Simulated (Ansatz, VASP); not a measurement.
# One calculation of KBr, two programs

```
K Br
1.0
     0.00000    3.30225    3.30225
     3.30225    0.00000    3.30225
     3.30225    3.30225    0.00000
K Br
1 1
Direct
  0.00000 0.00000 0.00000
  0.50000 0.50000 0.50000
```

Alike in both runs: task single point; functional r2SCAN; k mesh 6 × 6 × 6; no spin polarisation.

```csv
,VASP,Ansatz
version,VASP 6.6.1,Ansatz 0.2.0
potentials or method,"VASP PAW PBE potentials, release 64 (K_sv, Br)","plane waves, PAW"
plane-wave cutoff (eV),520,500
occupations,"gaussian, width 0.01 eV",fixed
valence electrons in the cell,16,16
```

```csv
,VASP,Ansatz,Ansatz less VASP
gap on the k mesh at the Fermi level (eV),5.07,5.07,-0.002
pressure (GPa),0.0,0.0,0.00
```

VASP's potentials were made for PBE, not for r2SCAN.
